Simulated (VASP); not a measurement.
Here is a VASP 6.6.1 calculation.

File INCAR:

```
PREC     = Accurate       # precision mode
ENCUT    = 520            # plane-wave cutoff, eV
EDIFF    = 1E-6           # SCF threshold, eV
ISMEAR   = -1             # smearing method
SIGMA    = 0.1            # smearing width, eV
LREAL    = F              # projectors in reciprocal space
LASPH    = T              # aspherical terms in the spheres
NELM     = 60             # most SCF steps
ALGO     = Normal         # electronic algorithm
ISIF     = 2              # what is computed and relaxed
LWAVE    = F              # write WAVECAR
LCHARG   = F              # write CHGCAR
GGA      = RE             # functional
NBANDS   = 17             # bands
```

File KPOINTS:

```
Automatic mesh
0
Gamma
  7 7 7
```

Contents of POSCAR:

```
Sr
1.0
    0.0000000000      4.8315396080      4.8315396080
    4.8315396080      0.0000000000      4.8315396080
    4.8315396080      4.8315396080      0.0000000000
Sr
2
Direct
    0.1250000000      0.1250000000      0.1250000000
    0.8750000000      0.8750000000      0.8750000000
```

Potentials or basis: VASP PAW PBE potentials, release 64 (Sr_sv).

Launch:

```bash
$ cat potpaw_PBE.64/Sr_sv/POTCAR > POTCAR
$ mpirun -np 1 vasp_std > vasp.out
```

Problem. Estimate the band gap on the k mesh.

Solution. Zero (bands 10 and 11 overlap by 0.68 eV).

Problem. Estimate the pressure.

Solution. 0.1 GPa.

Caveat: the PAW data sets were made with another functional, which shifts forces and pressure a little.
